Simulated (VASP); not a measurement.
# In3Se (P6/mmm) in VASP: relaxation of cell and atoms with PBE

Aim: the relaxation of cell and atoms of In3Se with PBE.

All numbers are computed with VASP 6.6.1; they aren't measurements. Logs are shortened: lines on timing, memory, paths and dates and some standing lists are left out, and cuts for length are marked.

**1. The cell of the first run**

Symmetry: P6/mmm, No. 191, hexagonal system. Conventional cell: a = 5.632 Å, b = 5.632 Å, c = 5.542 Å, α = 90.00°, β = 90.00°, γ = 120.00°. In (site symmetry 6/mmm) has 2 Se at 2.77 Å within 3.7 Å. In (site symmetry -6m2) has 9 In at 3.25 to 4.27 Å and 3 Se at 3.25 Å within 4.3 Å. Se (site symmetry 6/mmm) has 8 In at 2.77 to 3.25 Å within 3.7 Å.

**2. Relaxation of cell and atoms, PBE**

Contents of INCAR:

```
ALGO = Normal ; EDIFF = 1E-7
EDIFFG = -0.01 ; ENCUT = 500
GGA = PE ; GGA_COMPAT = False
IBRION = 2 ; ISIF = 3
ISMEAR = 0 ; LASPH = True
LCHARG = False ; LREAL = False
LWAVE = False ; NELM = 120
NELMIN = 4 ; NSW = 100
PREC = Accurate ; SIGMA = 0.1
```

Contents of KPOINTS:

```
k-points
0
Gamma
  12 12 8
```

Contents of POSCAR:

```
In3Se
1.0
    5.6318379032      0.0000000000      0.0000000000
   -2.8159189516      4.8773146942      0.0000000000
    0.0000000000      0.0000000000      5.5420649158
In Se
3 1
Direct
    0.0000000000      0.0000000000      0.5000000000
    0.3333333333      0.6666666667      0.0000000000
    0.6666666667      0.3333333333      0.0000000000
    0.0000000000      0.0000000000      0.0000000000
```

Potentials or basis: VASP PAW PBE potentials, release 64 (In_d, Se).

Launch:

```sh
cat potpaw_PBE.64/In_d/POTCAR potpaw_PBE.64/Se/POTCAR > POTCAR
mpirun -np 1 vasp_std > vasp.out
```

OUTCAR:

```text
EDIFF = 1E-7
   EDIFFG = -0.01
   ENCUT = 500
   GGA = PE
   IBRION = 2
   ISIF = 3
   ISMEAR = 0
   LASPH = True
   LREAL = False
   NELM = 120
   NELMIN = 4
   NSW = 100
   PREC = Accurate

 ion  position               nearest neighbor table
   1  0.000  0.000  0.500-   4 2.77   4 2.77
   2  0.333  0.667  0.000-   4 3.25   3 3.25   3 3.25   4 3.25   4 3.25   3 3.25
   3  0.667  0.333  0.000-   2 3.25   4 3.25   2 3.25   4 3.25   4 3.25   2 3.25
   4  0.000  0.000  0.000-   1 2.77   1 2.77   3 3.25   2 3.25   3 3.25   2 3.25   3 3.25   2 3.25

  LATTYP: Found a hexagonal cell.
 ALAT       =     5.6318379032
 C/A-ratio  =     0.9840597352

  Lattice vectors:

 A1 = (   5.6318379032,   0.0000000000,   0.0000000000)
 A2 = (  -2.8159189516,   4.8773146942,   0.0000000000)
 A3 = (   0.0000000000,   0.0000000000,   5.5420649158)

Analysis of symmetry for initial positions (statically):
=====================================================================
 Subroutine PRICEL returns:
 Original cell was already a primitive cell.

 Routine SETGRP: Setting up the symmetry group for a
 hexagonal supercell.

 Subroutine GETGRP returns: Found 24 space group operations
 (whereof 24 operations were pure point group operations)
 out of a pool of 24 trial point group operations.

The static configuration has the point symmetry D_6h.

Analysis of symmetry for dynamics (positions and initial velocities):
=====================================================================
 Subroutine PRICEL returns:
 Original cell was already a primitive cell.

 Routine SETGRP: Setting up the symmetry group for a
 hexagonal supercell.

 Subroutine GETGRP returns: Found 24 space group operations
 (whereof 24 operations were pure point group operations)
 out of a pool of 24 trial point group operations.

The dynamic configuration has the point symmetry D_6h.

 Subroutine INISYM returns: Found 24 space group operations
 (whereof 24 operations are pure point group operations),
 and found     1 'primitive' translations

----------------------------------------------------------------------------------------

                                     Primitive cell

  volume of cell :     152.2308

  direct lattice vectors                    reciprocal lattice vectors
     5.631837903  0.000000000  0.000000000     0.177561929  0.102515427  0.000000000
    -2.815918952  4.877314694  0.000000000     0.000000000  0.205030855  0.000000000
[... 99 lines left out ...]
   PSTRESS=    0.0 pullay stress
   NELECT =      45.0000    total number of electrons
   NUPDOWN=      -1.0000    fix difference up-down
   EMIN   =  10.00;   EMAX   =-10.00  energy-range for DOS
   EFERMI =   0.00;   METHOD = LEGACY
   ISMEAR =     0;   SIGMA  =   0.10  broadening in eV -4-tet -1-fermi 0-gaus
   EFERMI_NEDOS =   21; number of points for ismear=-14 and -15
   IALGO  =     38    algorithm
   IMIX   =      4    mixing-type and parameters
     AMIX     =   0.40;   BMIX     =  1.00
     AMIX_MAG =   1.60;   BMIX_MAG =  1.00
  volume/ion in A,a.u.               =      38.06       256.83
  Fermi-wavevector in a.u.,A,eV,Ry     =   1.090548  2.060837 16.181343  1.189295
  Thomas-Fermi vector in A             =   2.226775
   LORBIT       =      0    0 simple, 1 ext, 2 COOP (PROOUT), +10 PAW based schemes
   GGA     = PE    functional components
   LHFCALC =     F    Hartree Fock is set to
   AEXX    =    0.0000 exact exchange contribution
   IVDW    =     0    specifies the selected vdW correction
   LEPSILON=     F    determine dielectric tensor
   LRPA    =     F    only Hartree local field effects (RPA)
 conjugate gradient relaxation of ions
 non-spin polarized calculation
 Gauss-broadening in eV      SIGMA  =   0.10
  energy-cutoff  :      500.00
  volume of cell :      152.23
 maximum number of plane-waves:      3884
 NGX is ok and might be reduce to    42
   NGX = 21   NGY = 21   NGZ = 21

--------------------------------------- Ionic step        1  -------------------------------------------

 number of electron      45.0000002 magnetization

 Free energy of the ion-electron system (eV)
  ---------------------------------------------------
  ext. energy  EPLUGINS =         0.00000000
  ---------------------------------------------------
  free energy    TOTEN  =       -10.38476215 eV

  energy without entropy =      -10.36858841  energy(sigma->0) =      -10.37667528

------------------------ aborting loop because EDIFF is reached ----------------------------------------

  FORCE on cell =-STRESS in cart. coord.  units (eV):
  Direction    XX          YY          ZZ          XY          YZ          ZX
  --------------------------------------------------------------------------------------
  -------------------------------------------------------------------------------------
  Total        0.3785835      0.3785835      0.8300445      0.0000000     -0.0000000      0.0000000
  in kB        3.9844624      3.9844624      8.7359355      0.0000000     -0.0000000      0.0000000
  external PRESSURE =       5.5682868 kB  Pullay stress =       0.0000000 kB
[... 215 lines left out ...]
--------------------------------------- Ionic step        7  -------------------------------------------

 number of electron      44.9999972 magnetization

 Free energy of the ion-electron system (eV)
  ---------------------------------------------------
  ext. energy  EPLUGINS =         0.00000000
  ---------------------------------------------------
  free energy    TOTEN  =       -10.41121027 eV

  energy without entropy =      -10.40414865  energy(sigma->0) =      -10.40767946

 E-fermi :   3.0971     XC(G=0):  -7.9148

 val. band max:        3.0879494458   @ k =   0.3333   0.3333   0.2500
 cond. band min:       3.0991623433   @ k =   0.1667  -0.0000   0.3750
 fundamental gap:      0.0112128975
 Fermi energy:         3.0970729398

 k-point     1 :       0.0000    0.0000    0.0000
  band No.  band energies     occupation
      1     -11.7167      2.00000
      2     -11.6182      2.00000
      3     -11.6182      2.00000
      4     -11.6082      2.00000
      5     -11.6082      2.00000
      6     -11.5261      2.00000
[... 709 lines left out ...]
     26       5.3634      0.00000
     27       5.6342      0.00000

 [... further k-points ...]

------------------------ aborting loop because EDIFF is reached ----------------------------------------

  FORCE on cell =-STRESS in cart. coord.  units (eV):
  Direction    XX          YY          ZZ          XY          YZ          ZX
  --------------------------------------------------------------------------------------
  -------------------------------------------------------------------------------------
  Total       -0.0109132     -0.0109132      0.0181636      0.0000000      0.0000000      0.0000000
  in kB       -0.1093488     -0.1093488      0.1819965      0.0000000      0.0000000      0.0000000
  external PRESSURE =      -0.0122337 kB  Pullay stress =       0.0000000 kB
[... 19 lines left out ...]
  FREE ENERGIE OF THE ION-ELECTRON SYSTEM (eV)
  ---------------------------------------------------
  free  energy   TOTEN  =       -10.4112102725 eV

  energy  without entropy=      -10.4041486520  energy(sigma->0) =      -10.40767946

 reached required accuracy - stopping structural energy minimisation
```

OSZICAR:

```text
N       E                     dE             d eps       ncg     rms          rms(c)
DAV:   1     0.382687846675E+03    0.38269E+03   -0.20783E+04  5130   0.181E+03
DAV:   2     0.294247886512E+02   -0.35326E+03   -0.34848E+03  5163   0.431E+02
[... 79 lines left out ...]
DAV:   5    -0.104111991786E+02    0.12169E-03   -0.26613E-04  7122   0.161E-01    0.318E-02
DAV:   6    -0.104112111166E+02   -0.11938E-04   -0.39574E-05  5752   0.471E-02    0.926E-03
DAV:   7    -0.104112105952E+02    0.52141E-06   -0.35315E-06  6404   0.154E-02    0.474E-03
DAV:   8    -0.104112102100E+02    0.38519E-06   -0.11520E-06  5862   0.959E-03    0.124E-03
DAV:   9    -0.104112103284E+02   -0.11841E-06   -0.12746E-07  2875   0.444E-03    0.645E-04
DAV:  10    -0.104112102725E+02    0.55899E-07   -0.61968E-08  3519   0.189E-03
   7 F= -.10411210E+02 E0= -.10407679E+02  d E =-.176174E-02
```

Run time: 12 min. Hardware: 1 thread of Intel Xeon 6975P-C (Granite Rapids), shared host; peak memory 0.49 GiB.

Results:

```
Free energy                           : -10.4112 eV
Relaxed volume                        : 39.98 Å³/atom
Relaxed cell                          : a = 5.643 Å, b = 5.643 Å, c = 5.798 Å, α = 90.00°, β = 90.00°, γ = 120.00°
Space group after relaxing (to 0.1 Å) : P6/mmm (No. 191)
Energy gained by relaxing             : 6.6 meV/atom
Ionic steps                           : 7
Pressure after relaxing               : 0.0 GPa
Band gap on the k mesh                : zero (an odd number of electrons rules out a gap without spin polarisation)
```

The path:
```csv
step,energy change (eV),largest force (eV/Å),pressure (GPa),volume (Å³)
1,0.0000,0.0000,0.56,152.23
2,-0.0097,0.0000,0.29,155.16
3,-0.0163,0.0000,-0.26,161.59
4,-0.0166,0.0000,-0.16,160.39
5,-0.0238,0.0000,-0.19,161.52
6,-0.0247,0.0000,-0.24,162.00
7,-0.0264,0.0000,0.00,159.90
```

Final structure:
```yaml
crystal:
  lattice:
    - [5.64320, 0.00000, 0.00000]
    - [-2.82160, 4.88715, 0.00000]
    - [0.00000, 0.00000, 5.79787]
  atoms:
    - { symbol: In, position: [0.00000, 0.00000, 0.50000] }
    - { symbol: In, position: [0.33333, 0.66667, 0.00000] }
    - { symbol: In, position: [0.66667, 0.33333, 0.00000] }
    - { symbol: Se, position: [0.00000, 0.00000, 0.00000] }
```

Caveat: spin-orbit coupling is left out, which moves the levels of the heavy elements.
